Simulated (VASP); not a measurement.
The system is TiB.

```
Ti B
1.0
     0.00000    2.14302    2.10100
     2.14302    0.00000    2.10100
     2.14302    2.14302    0.00000
Ti B
1 1
Cartesian
  3.2145 3.2145 3.1515
  0.0000 0.0000 0.0000
```

This cell differs from its parent crystal: equal xx and yy strain of +2 %.

Base run:

```yaml
Program: VASP 6.6.1
Functional: LDA
Potentials_or_basis: VASP PAW LDA potentials, release 64 (Ti_sv, B)
Cutoff: 520 eV
k_mesh: 13 × 13 × 13
Occupations: fermi-dirac, width 0.05 eV
Spin: no spin polarisation
```

Its results: pressure 89.9 GPa.

Problem. The run is repeated on the same cell with these changes: cutoff from 520 eV to 420 eV; further incar settings from ALGO = Normal; EDIFF = 1e-06; NBANDS = 14 to ALGO = Normal; EDIFF = 1e-08; NBANDS = 14. What comes out?

Solution. Pressure 89.1 GPa.
